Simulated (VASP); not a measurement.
# Bi2Te3 (R-3m) in VASP: single point with PBEsol

Aim: the single point of Bi2Te3 with PBEsol.

Everything below comes from runs of VASP 6.6.1. Logs are shortened: lines on timing, memory, paths and dates and some standing lists are left out, and cuts for length are marked.

## Step 1: The cell of the first run

The structure is trigonal, space group R-3m (No. 166). Conventional cell: a = 4.382 Å, b = 4.382 Å, c = 30.294 Å, α = 90.00°, β = 90.00°, γ = 120.00°. Within 4.0 Å of Bi (site symmetry 3m) lie 6 Te at 3.06 to 3.23 Å. Within 4.3 Å of Te (site symmetry -3m) lie 6 Bi at 3.23 Å. Te (site symmetry 3m) has 3 Bi at 3.06 Å and 3 Te at 3.64 Å within 4.0 Å.

## Step 2: Single point, PBEsol

The input, INCAR:

```
  PREC = Accurate
  ENCUT = 520
  EDIFF = 1E-7
  ISMEAR = 0
  SIGMA = 0.01
  LREAL = F
  LASPH = T
  NELM = 100
  ALGO = Normal
  ISIF = 2
  LWAVE = F
  LCHARG = F
  GGA = PS
  NBANDS = 32
```

The input, KPOINTS:

```
regular mesh
0
Gamma
  9 9 9
```

The input, POSCAR:

```
Bi2Te3
1.0
    2.1911539057      1.2650632973     10.0979999532
   -2.1911539057      1.2650632973     10.0979999532
    0.0000000000     -2.5301265946     10.0979999532
Bi Te
2 3
Direct
    0.3998738130      0.3998738130      0.3998738130
    0.6001261870      0.6001261870      0.6001261870
    0.0000000000      0.0000000000      0.0000000000
    0.2099474872      0.2099474872      0.2099474872
    0.7900525128      0.7900525128      0.7900525128
```

Potentials or basis: VASP PAW PBE potentials, release 64 (Bi_d, Te).

Run with:

```sh
$ cat potpaw_PBE.64/Bi_d/POTCAR potpaw_PBE.64/Te/POTCAR > POTCAR
$ mpirun -np 1 vasp_std > vasp.out
```

OUTCAR:

```text
PREC = Accurate
   ENCUT = 520
   EDIFF = 1E-7
   ISMEAR = 0
   LREAL = F
   LASPH = T
   NELM = 100
   ISIF = 2
   GGA = PS

 ion  position               nearest neighbor table
   1  0.400  0.400  0.400-   5 3.06   5 3.06   5 3.06   3 3.23   3 3.23   3 3.23
   2  0.600  0.600  0.600-   4 3.06   4 3.06   4 3.06   3 3.23   3 3.23   3 3.23
   3  0.000  0.000  0.000-   2 3.23   2 3.23   1 3.23   1 3.23   2 3.23   1 3.23
   4  0.210  0.210  0.210-   2 3.06   2 3.06   2 3.06   5 3.64   5 3.64   5 3.64
   5  0.790  0.790  0.790-   1 3.06   1 3.06   1 3.06   4 3.64   4 3.64   4 3.64

  LATTYP: Found a trigonal (rhomboedric) cell.
 ALAT       =    10.4101461872
 COS(alpha) =     0.9113942092

  Lattice vectors:

 A1 = (   2.1911539057,   1.2650632973,  10.0979999532)
 A2 = (  -2.1911539057,   1.2650632973,  10.0979999532)
 A3 = (   0.0000000000,  -2.5301265946,  10.0979999532)

Analysis of symmetry for initial positions (statically):
=====================================================================
 Subroutine PRICEL returns:
 Original cell was already a primitive cell.

 Routine SETGRP: Setting up the symmetry group for a
 trigonal (rhombohedral) supercell.

 Subroutine GETGRP returns: Found 12 space group operations
 (whereof 12 operations were pure point group operations)
 out of a pool of 12 trial point group operations.

The static configuration has the point symmetry D_3d.

Analysis of symmetry for dynamics (positions and initial velocities):
=====================================================================
 Subroutine PRICEL returns:
 Original cell was already a primitive cell.

 Routine SETGRP: Setting up the symmetry group for a
 trigonal (rhombohedral) supercell.

 Subroutine GETGRP returns: Found 12 space group operations
 (whereof 12 operations were pure point group operations)
 out of a pool of 12 trial point group operations.

The dynamic configuration has the point symmetry D_3d.

 Subroutine INISYM returns: Found 12 space group operations
 (whereof 12 operations are pure point group operations),
 and found     1 'primitive' translations

----------------------------------------------------------------------------------------

                                     Primitive cell

  volume of cell :     167.9468

  direct lattice vectors                    reciprocal lattice vectors
     2.191153906  1.265063297 10.097999953     0.228190269  0.131745713  0.033009837
    -2.191153906  1.265063297 10.097999953    -0.228190269  0.131745713  0.033009837
     0.000000000 -2.530126595 10.097999953     0.000000000 -0.263491427  0.033009837

  length of vectors
    10.410146187 10.410146187 10.410146187     0.265551090  0.265551090  0.265551090

  position of ions in fractional coordinates (direct lattice)
     0.399873813  0.399873813  0.399873813
     0.600126187  0.600126187  0.600126187
     0.000000000  0.000000000  0.000000000
     0.209947487  0.209947487  0.209947487
     0.790052513  0.790052513  0.790052513

  ion indices of the primitive-cell ions
   primitive index   ion index
                 1           1
                 2           2
                 3           3
                 4           4
                 5           5

----------------------------------------------------------------------------------------

 KPOINTS: regular mesh

Automatic generation of k-mesh.
 Grid dimensions read from file:
 generate k-points for:    9    9    9

 Generating k-lattice:

  Cartesian coordinates                     Fractional coordinates (reciprocal lattice)
     0.025354474  0.014638413  0.003667760     0.111111111  0.000000000 -0.000000000
    -0.025354474  0.014638413  0.003667760     0.000000000  0.111111111 -0.000000000
     0.000000000 -0.029276825  0.003667760    -0.000000000 -0.000000000  0.111111111

  Length of vectors
     0.029505677  0.029505677  0.029505677

  Shift w.r.t. Gamma in fractional coordinates (k-lattice)
     0.000000000  0.000000000  0.000000000

 Subroutine IBZKPT returns following result:
 ===========================================

 Found     85 irreducible k-points:

 Following reciprocal coordinates:
            Coordinates               Weight
  0.000000  0.000000  0.000000      1.000000
  0.111111 -0.000000 -0.000000      6.000000
  0.222222  0.000000 -0.000000      6.000000
  0.333333  0.000000 -0.000000      6.000000
  0.444444  0.000000 -0.000000      6.000000
  0.111111  0.111111 -0.000000      6.000000
[... 16 lines left out ...]
 -0.333333  0.333333  0.000000      6.000000
  0.444444  0.444444 -0.000000      6.000000
 [... further k-points ...]
   k-points           NKPTS =     85   k-points in BZ     NKDIM =     85   number of bands    NBANDS=     32
   number of dos      NEDOS =    301   number of ions     NIONS =      5
   total plane-waves  NPLWV = 512000
   dimension x,y,z NGX =    80 NGY =   80 NGZ =   80
   dimension x,y,z NGXF=   160 NGYF=  160 NGZF=  160
   ions per type =               2   3
   NGX,Y,Z   is equivalent  to a cutoff of  12.78, 12.78, 12.78 a.u.
   NGXF,Y,Z  is equivalent  to a cutoff of  25.55, 25.55, 25.55 a.u.
 SYSTEM =  unknown system
   PREC   = accura    normal or accurate (medium, high low for compatibility)
   ISTART =      0    job   : 0-new  1-cont  2-samecut
   ICHARG =      2    charge: 1-file 2-atom 10-const
   ISPIN  =      1    spin polarized calculation?
   LNONCOLLINEAR =      F non collinear calculations
   LSORBIT =      F    spin-orbit coupling
   LASPH  =      T    aspherical Exc in radial PAW
   ENCUT  =  520.0 eV  38.22 Ry    6.18 a.u.  19.36 19.36 19.36*2*pi/ulx,y,z
   NELM   =    100;   NELMIN=  2; NELMDL= -5     # of ELM steps
   EDIFF  = 0.1E-06   stopping-criterion for ELM
   LREAL  =      F    real-space projection
   EDIFFG = 0.1E-05   stopping-criterion for IOM
   NSW    =      0    number of steps for IOM
   IBRION =     -1    ionic relax: 0-MD 1-quasi-New 2-CG
   NFREE  =      0    steps in history (QN), initial steepest desc. (CG)
   ISIF   =      2    stress and relaxation
   ISYM   =      2    0-nonsym 1-usesym 2-fastsym
   POTIM  = 0.5000    time-step for ionic-motion
   TEBEG  =    0.0;   TEEND  =   0.0 temperature during run
   PSTRESS=    0.0 pullay stress
   NELECT =      48.0000    total number of electrons
   NUPDOWN=      -1.0000    fix difference up-down
   EMIN   =  10.00;   EMAX   =-10.00  energy-range for DOS
   EFERMI =   0.00;   METHOD = LEGACY
   ISMEAR =     0;   SIGMA  =   0.01  broadening in eV -4-tet -1-fermi 0-gaus
   EFERMI_NEDOS =   21; number of points for ismear=-14 and -15
   IALGO  =     38    algorithm
   IMIX   =      4    mixing-type and parameters
     AMIX     =   0.40;   BMIX     =  1.00
     AMIX_MAG =   1.60;   BMIX_MAG =  1.00
  volume/ion in A,a.u.               =      33.59       226.67
  Fermi-wavevector in a.u.,A,eV,Ry     =   1.078362  2.037809 15.821740  1.162865
  Thomas-Fermi vector in A             =   2.214299
   LORBIT       =      0    0 simple, 1 ext, 2 COOP (PROOUT), +10 PAW based schemes
   GGA     = PS    functional components
   LHFCALC =     F    Hartree Fock is set to
   AEXX    =    0.0000 exact exchange contribution
   IVDW    =     0    specifies the selected vdW correction
   LEPSILON=     F    determine dielectric tensor
   LRPA    =     F    only Hartree local field effects (RPA)
 non-spin polarized calculation
 Gauss-broadening in eV      SIGMA  =   0.01
  energy-cutoff  :      520.00
  volume of cell :      167.95
 maximum number of plane-waves:      4546
 NGX is ok and might be reduce to    80
   NGX = 39   NGY = 39   NGZ = 39

 number of electron      48.0000007 magnetization

 Free energy of the ion-electron system (eV)
  ---------------------------------------------------
  ext. energy  EPLUGINS =         0.00000000
  ---------------------------------------------------
  free energy    TOTEN  =       -20.29722946 eV

  energy without entropy =      -20.29722946  energy(sigma->0) =      -20.29722946

 E-fermi :   6.2631     XC(G=0):  -9.5256

 val. band max:        6.1600824650   @ k =   0.0000   0.0000   0.0000
 cond. band min:       6.3614211020   @ k =   0.0000   0.0000   0.0000
 fundamental gap:      0.2013386370
 Fermi energy:         6.2630620391

 k-point     1 :       0.0000    0.0000    0.0000
  band No.  band energies     occupation
      1     -16.9521      2.00000
      2     -16.9521      2.00000
      3     -16.9505      2.00000
      4     -16.9505      2.00000
      5     -16.9430      2.00000
      6     -16.9415      2.00000
[... 24 lines left out ...]
     31      10.9411      0.00000
     32      11.4452      0.00000

 k-point     2 :       0.1111   -0.0000   -0.0000
  band No.  band energies     occupation
      1     -16.9533      2.00000
      2     -16.9515      2.00000
      3     -16.9510      2.00000
      4     -16.9493      2.00000
      5     -16.9421      2.00000
      6     -16.9408      2.00000
[... 24 lines left out ...]
     31      10.6199      0.00000
     32      11.0266      0.00000

 k-point     3 :       0.2222    0.0000   -0.0000
  band No.  band energies     occupation
      1     -16.9566      2.00000
      2     -16.9543      2.00000
      3     -16.9488      2.00000
      4     -16.9471      2.00000
      5     -16.9418      2.00000
      6     -16.9394      2.00000
[... 24 lines left out ...]
     31       9.9353      0.00000
     32      11.3006      0.00000

 k-point     4 :       0.3333    0.0000   -0.0000
  band No.  band energies     occupation
      1     -16.9607      2.00000
      2     -16.9579      2.00000
      3     -16.9478      2.00000
      4     -16.9454      2.00000
      5     -16.9432      2.00000
      6     -16.9408      2.00000
[... 24 lines left out ...]
     31      10.3586      0.00000
     32      11.2865      0.00000

 k-point     5 :       0.4444    0.0000   -0.0000
  band No.  band energies     occupation
      1     -16.9635      2.00000
      2     -16.9603      2.00000
      3     -16.9477      2.00000
      4     -16.9447      2.00000
      5     -16.9442      2.00000
      6     -16.9417      2.00000
[... 584 lines left out ...]
     31      10.3765      0.00000
     32      11.7758      0.00000

 k-point    22 :      -0.4444    0.3333    0.0000
  band No.  band energies     occupation
      1     -16.9591      2.00000
      2     -16.9572      2.00000
      3     -16.9514      2.00000
      4     -16.9479      2.00000
      5     -16.9401      2.00000
      6     -16.9383      2.00000
[... 24 lines left out ...]
     31      10.6883      0.00000
     32      12.0230      0.00000

 k-point    23 :      -0.3333    0.3333    0.0000
  band No.  band energies     occupation
      1     -16.9560      2.00000
      2     -16.9560      2.00000
      3     -16.9547      2.00000
      4     -16.9493      2.00000
      5     -16.9363      2.00000
      6     -16.9363      2.00000
[... 24 lines left out ...]
     31      11.5200      0.00000
     32      11.9853      0.00000

 k-point    24 :       0.4444    0.4444   -0.0000
  band No.  band energies     occupation
      1     -16.9634      2.00000
      2     -16.9603      2.00000
      3     -16.9477      2.00000
      4     -16.9447      2.00000
      5     -16.9442      2.00000
      6     -16.9417      2.00000
[... 24 lines left out ...]
     31      11.0630      0.00000
     32      11.7609      0.00000

 [... further k-points ...]

------------------------ aborting loop because EDIFF is reached ----------------------------------------

  FORCE on cell =-STRESS in cart. coord.  units (eV):
  Direction    XX          YY          ZZ          XY          YZ          ZX
  --------------------------------------------------------------------------------------
  -------------------------------------------------------------------------------------
  Total        0.0075889      0.0075889      0.0207311      0.0000000     -0.0000000      0.0000000
  in kB        0.0723970      0.0723970      0.1977707      0.0000000     -0.0000000      0.0000000
  external PRESSURE =       0.1141882 kB  Pullay stress =       0.0000000 kB

 VOLUME and BASIS-vectors are now :
 -----------------------------------------------------------------------------
  energy-cutoff  :      520.00
  volume of cell :      167.95
      direct lattice vectors                 reciprocal lattice vectors
     2.191153906  1.265063297 10.097999953     0.228190269  0.131745713  0.033009837
    -2.191153906  1.265063297 10.097999953    -0.228190269  0.131745713  0.033009837
     0.000000000 -2.530126595 10.097999953     0.000000000 -0.263491427  0.033009837

 POSITION                                       TOTAL-FORCE (eV/Angst)
 -----------------------------------------------------------------------------------
      0.00000      0.00000     12.11378         0.000000      0.000000     -0.012696
      0.00000      0.00000     18.18022         0.000000      0.000000      0.012696
      0.00000      0.00000      0.00000        -0.000000     -0.000000     -0.000000
      0.00000      0.00000      6.36015         0.000000     -0.000000     -0.018150
      0.00000      0.00000     23.93385         0.000000     -0.000000      0.018150
 -----------------------------------------------------------------------------------
    total drift:                                0.000000     -0.000000     -0.000000

  FREE ENERGIE OF THE ION-ELECTRON SYSTEM (eV)
  ---------------------------------------------------
  free  energy   TOTEN  =       -20.2972294609 eV

  energy  without entropy=      -20.2972294609  energy(sigma->0) =      -20.29722946
```

It took 21 min on 1 thread of Intel Xeon 6975P-C (Granite Rapids), shared host; peak memory 1.1 GiB.

Results:

| Property | Result |
| --- | --- |
| Free energy | -20.2972 eV |
| Pressure | 0.0 GPa |
| Largest force | 0.018 eV/Å |
| Band gap on the k mesh | 0.20 eV, direct |

Forces on the atoms (eV/Å):
```
Bi   0.000  0.000 -0.013
Bi   0.000  0.000  0.013
Te   0.000  0.000  0.000
Te   0.000  0.000 -0.018
Te   0.000  0.000  0.018
```

Levels at points of the mesh, in eV from the valence-band top:
| k point | band 20 | band 21 | band 22 | band 23 | band 24 | band 25 | band 26 | band 27 | band 28 | band 29 |
| --- | --- | --- | --- | --- | --- | --- | --- | --- | --- | --- |
| (0.00, 0.00, 0.00) | -1.74 | -1.74 | -0.89 | -0.89 | 0.00 | 0.20 | 0.63 | 0.63 | 1.91 | 2.12 |

Caveat: the PAW data sets were made with another functional, which shifts forces and pressure a little; spin-orbit coupling is left out, which moves the levels of the heavy elements. A k mesh can miss the band edges.
